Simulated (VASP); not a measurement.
# AlN (I-4m2) in VASP: notebook

AlN is run at these levels: PBE; tasks: single point.

Everything below comes from runs of VASP 6.6.1. Logs are shortened: lines on timing, memory, paths and dates and some standing lists are left out, and cuts for length are marked.

**1. The cell of the first run**

Symmetry: I-4m2, No. 119, tetragonal system. Conventional cell: a = 3.228 Å, b = 3.228 Å, c = 4.368 Å, α = 90.00°, β = 90.00°, γ = 90.00°. Al (site symmetry -4m2) has 4 N at 1.95 Å within 2.6 Å. N (site symmetry -4m2) has 4 Al at 1.95 Å within 2.6 Å.

**2. Single point, PBE (strain +0.0450 x Voigt [1, 1, 0, 0, 0, 0])**

File INCAR:

```
SYSTEM = AlN
ALGO = Normal ; EDIFF = 1E-6
ENCUT = 520 ; GGA = PE
ISIF = 2 ; ISMEAR = 0
LASPH = .TRUE. ; LCHARG = .FALSE.
LREAL = .FALSE. ; LWAVE = .FALSE.
NBANDS = 11 ; NELM = 80
PREC = Accurate ; SIGMA = 0.05
```

File KPOINTS:

```
k-points
0
G
  10 10 10
  0 0 0
```

File POSCAR:

```
AlN
1.0
    0.0000000000      2.2822732698      2.1839935596
    2.2822732698      0.0000000000      2.1839935596
    2.2822732698      2.2822732698      0.0000000000
Al N
1 1
Direct
    0.0000000000      0.0000000000      0.0000000000
    0.7500000000      0.7500000000      0.7500000000
```

Potentials or basis: VASP PAW PBE potentials, release 64 (Al, N).

Launch:

```
> cat potpaw_PBE.64/Al/POTCAR potpaw_PBE.64/N/POTCAR > POTCAR
> mpirun -np 1 vasp_std > vasp.out
```

OUTCAR:

```text
SYSTEM = AlN
   EDIFF = 1E-6
   ENCUT = 520
   GGA = PE
   ISIF = 2
   ISMEAR = 0
   LASPH = .TRUE.
   LREAL = .FALSE.
   NELM = 80
   PREC = Accurate

 ion  position               nearest neighbor table
   1  0.000  0.000  0.000-   2 1.95   2 1.95   2 1.95   2 1.95
   2  0.750  0.750  0.750-   1 1.95   1 1.95   1 1.95   1 1.95

  LATTYP: Found a body centered tetragonal cell.
 ALAT       =     3.2276218112
 C/A-ratio  =     1.3533144137

  Lattice vectors:

 A1 = (   0.0000000000,  -2.2822732698,  -2.1839935596)
 A2 = (   0.0000000000,   2.2822732698,  -2.1839935596)
 A3 = (   2.2822732698,   0.0000000000,   2.1839935596)

Analysis of symmetry for initial positions (statically):
=====================================================================
 Subroutine PRICEL returns:
 Original cell was already a primitive cell.

 Routine SETGRP: Setting up the symmetry group for a
 body centered tetragonal supercell.

 Subroutine GETGRP returns: Found  8 space group operations
 (whereof  8 operations were pure point group operations)
 out of a pool of 16 trial point group operations.

The static configuration has the point symmetry D_2d.

Analysis of symmetry for dynamics (positions and initial velocities):
=====================================================================
 Subroutine PRICEL returns:
 Original cell was already a primitive cell.

 Routine SETGRP: Setting up the symmetry group for a
 body centered tetragonal supercell.

 Subroutine GETGRP returns: Found  8 space group operations
 (whereof  8 operations were pure point group operations)
 out of a pool of 16 trial point group operations.

The dynamic configuration has the point symmetry D_2d.

 Subroutine INISYM returns: Found  8 space group operations
 (whereof  8 operations are pure point group operations),
 and found     1 'primitive' translations

----------------------------------------------------------------------------------------

                                     Primitive cell

  volume of cell :      22.7518

  direct lattice vectors                    reciprocal lattice vectors
     0.000000000  2.282273270  2.183993560    -0.219079812  0.219079812  0.228938404
     2.282273270  0.000000000  2.183993560     0.219079812 -0.219079812  0.228938404
     2.282273270  2.282273270  0.000000000     0.219079812  0.219079812 -0.228938404

  length of vectors
     3.158892076  3.158892076  3.227621811     0.385233334  0.385233334  0.385233334

  position of ions in fractional coordinates (direct lattice)
     0.000000000  0.000000000  0.000000000
     0.750000000  0.750000000  0.750000000

[... 81 lines left out ...]
   NFREE  =      0    steps in history (QN), initial steepest desc. (CG)
   ISIF   =      2    stress and relaxation
   ISYM   =      2    0-nonsym 1-usesym 2-fastsym
   POTIM  = 0.5000    time-step for ionic-motion
   TEBEG  =    0.0;   TEEND  =   0.0 temperature during run
   PSTRESS=    0.0 pullay stress
   NELECT =       8.0000    total number of electrons
   NUPDOWN=      -1.0000    fix difference up-down
   EMIN   =  10.00;   EMAX   =-10.00  energy-range for DOS
   EFERMI =   0.00;   METHOD = LEGACY
   ISMEAR =     0;   SIGMA  =   0.05  broadening in eV -4-tet -1-fermi 0-gaus
   EFERMI_NEDOS =   21; number of points for ismear=-14 and -15
   IALGO  =     38    algorithm
   IMIX   =      4    mixing-type and parameters
     AMIX     =   0.40;   BMIX     =  1.00
     AMIX_MAG =   1.60;   BMIX_MAG =  1.00
  volume/ion in A,a.u.               =      11.38        76.77
  Fermi-wavevector in a.u.,A,eV,Ry     =   1.155489  2.183558 18.165895  1.335156
  Thomas-Fermi vector in A             =   2.292117
   LORBIT       =      0    0 simple, 1 ext, 2 COOP (PROOUT), +10 PAW based schemes
   GGA     = PE    functional components
   LHFCALC =     F    Hartree Fock is set to
   AEXX    =    0.0000 exact exchange contribution
   IVDW    =     0    specifies the selected vdW correction
   LEPSILON=     F    determine dielectric tensor
   LRPA    =     F    only Hartree local field effects (RPA)
 non-spin polarized calculation
 Gauss-broadening in eV      SIGMA  =   0.05
  energy-cutoff  :      520.00
  volume of cell :       22.75
 maximum number of plane-waves:       624
   NGX = 11   NGY = 11   NGZ = 13

 number of electron       8.0000001 magnetization

 Free energy of the ion-electron system (eV)
  ---------------------------------------------------
  ext. energy  EPLUGINS =         0.00000000
  ---------------------------------------------------
  free energy    TOTEN  =       -14.78367225 eV

  energy without entropy =      -14.78367225  energy(sigma->0) =      -14.78367225

 E-fermi :   5.5413     XC(G=0): -10.5573

 val. band max:        5.2861421881   @ k =   0.0000   0.0000   0.0000
 cond. band min:       8.3380480376   @ k =   0.5000   0.5000   0.0000
 fundamental gap:      3.0519058495
 Fermi energy:         5.5413296525

 k-point     1 :       0.0000    0.0000    0.0000
  band No.  band energies     occupation
      1      -9.3156      2.00000
      2       5.1212      2.00000
      3       5.1212      2.00000
      4       5.2861      2.00000
      5       8.6037      0.00000
      6      16.8486      0.00000
      7      16.9119      0.00000
      8      16.9119      0.00000
      9      21.5046      0.00000
     10      22.6768      0.00000
     11      22.9249      0.00000
[... 309 lines left out ...]
 k-point    24 :       0.4000    0.3000    0.0000
  band No.  band energies     occupation
      1      -7.4575      2.00000
      2       1.3240      2.00000
      3       3.4570      2.00000
      4       3.6522      2.00000
      5       9.9009      0.00000
      6      13.6911      0.00000
      7      16.8603      0.00000
      8      18.5662      0.00000
      9      19.1207      0.00000
     10      25.1706      0.00000
     11      27.1671      0.00000

 [... further k-points ...]
[... 5 lines left out ...]
  --------------------------------------------------------------------------------------
  -------------------------------------------------------------------------------------
  Total       -1.8552784     -1.8552784     -1.0908853      0.0000000      0.0000000     -0.0000000
  in kB     -130.6480834   -130.6480834    -76.8197785      0.0000000      0.0000000     -0.0000000
  external PRESSURE =    -112.7053151 kB  Pullay stress =       0.0000000 kB

 VOLUME and BASIS-vectors are now :
 -----------------------------------------------------------------------------
  energy-cutoff  :      520.00
  volume of cell :       22.75
      direct lattice vectors                 reciprocal lattice vectors
     0.000000000  2.282273270  2.183993560    -0.219079812  0.219079812  0.228938404
     2.282273270  0.000000000  2.183993560     0.219079812 -0.219079812  0.228938404
     2.282273270  2.282273270  0.000000000     0.219079812  0.219079812 -0.228938404

 POSITION                                       TOTAL-FORCE (eV/Angst)
 -----------------------------------------------------------------------------------
      0.00000      0.00000      0.00000         0.000000      0.000000      0.000000
      3.42341      3.42341      3.27599        -0.000000     -0.000000     -0.000000
 -----------------------------------------------------------------------------------
    total drift:                                0.000000      0.000000      0.000000

  FREE ENERGIE OF THE ION-ELECTRON SYSTEM (eV)
  ---------------------------------------------------
  free  energy   TOTEN  =       -14.7836722459 eV

  energy  without entropy=      -14.7836722459  energy(sigma->0) =      -14.78367225
```

It took 16 s on 1 thread of Intel Xeon Platinum 8488C (Sapphire Rapids), shared host; peak memory 0.13 GiB.

What came out:

* Free energy: -14.7837 eV
* Pressure: -11.3 GPa
* Band gap on the k mesh: 3.05 eV, indirect (least direct gap 3.32 eV)

Stress tensor (GPa, compression positive):
```
-13.06   0.00   0.00
  0.00 -13.06   0.00
  0.00   0.00  -7.68
```

Levels at points of the mesh, in eV from the valence-band top:
| k point | band 2 | band 3 | band 4 | band 5 | band 6 | band 7 |
| --- | --- | --- | --- | --- | --- | --- |
| (0.00, 0.00, 0.00) | -0.16 | -0.16 | 0.00 | 3.32 | 11.56 | 11.63 |
| (0.50, 0.00, 0.00) | -5.61 | -0.75 | -0.42 | 6.42 | 9.17 | 10.12 |
| (0.50, 0.50, 0.00) | -4.49 | -2.01 | -2.01 | 3.05 | 7.51 | 13.18 |
| (0.50, 0.00, 0.50) | -4.89 | -1.68 | -1.67 | 3.22 | 8.19 | 12.45 |

Caveat: the cell differs from its parent crystal (strain +0.0450 x Voigt [1, 1, 0, 0, 0, 0]).

**3. Single point, PBE (strain +0.0525 x Voigt [1, 1, 0, 0, 0, 0])**

File INCAR:

```
PREC = Accurate
ENCUT = 520
EDIFF = 1E-6
ISMEAR = 0
SIGMA = 0.05
LREAL = False
LASPH = True
NELM = 80
ALGO = Normal
ISIF = 2
LWAVE = False
LCHARG = False
GGA = PE
NBANDS = 11
```

File KPOINTS:

```
regular mesh
0
Gamma
  10 10 10
```

File POSCAR:

```
AlN
1.0
    0.0000000000      2.2986532215      2.1839935596
    2.2986532215      0.0000000000      2.1839935596
    2.2986532215      2.2986532215      0.0000000000
Al N
1 1
Direct
    0.0000000000      0.0000000000      0.0000000000
    0.7500000000      0.7500000000      0.7500000000
```

Potentials or basis: VASP PAW PBE potentials, release 64 (Al, N).

Launch:

```
> cat potpaw_PBE.64/Al/POTCAR potpaw_PBE.64/N/POTCAR > POTCAR
> mpirun -np 1 vasp_std > vasp.out
```

It took 13 s on 1 thread of Intel Xeon Platinum 8488C (Sapphire Rapids), shared host; peak memory 0.15 GiB.

The run converged. Its results:

* Free energy: -14.7547 eV
* Pressure: -13.4 GPa
* Band gap on the k mesh: 3.02 eV, indirect (least direct gap 3.18 eV)

Stress tensor (GPa, compression positive):
```
-15.42   0.00   0.00
  0.00 -15.42   0.00
  0.00   0.00  -9.24
```

Levels at points of the mesh, in eV from the valence-band top:
| k point | band 1 | band 2 | band 3 | band 4 | band 5 | band 6 | band 7 | band 8 | band 9 |
| --- | --- | --- | --- | --- | --- | --- | --- | --- | --- |
| (0.00, 0.00, 0.00) | -14.54 | -0.19 | -0.19 | 0.00 | 3.18 | 11.41 | 11.48 | 11.48 | 15.99 |
| (0.50, 0.00, 0.00) | -12.78 | -5.57 | -0.78 | -0.41 | 6.26 | 9.06 | 9.96 | 10.91 | 16.46 |
| (0.50, 0.50, 0.00) | -12.12 | -4.42 | -2.05 | -2.05 | 3.02 | 7.33 | 13.06 | 14.11 | 14.11 |
| (0.50, 0.00, 0.50) | -12.30 | -4.89 | -1.67 | -1.65 | 3.21 | 8.12 | 12.23 | 13.82 | 15.14 |

Caveat: the cell differs from its parent crystal (strain +0.0525 x Voigt [1, 1, 0, 0, 0, 0]). A k mesh can miss the band edges.

(Continued in part 2 of 2.)
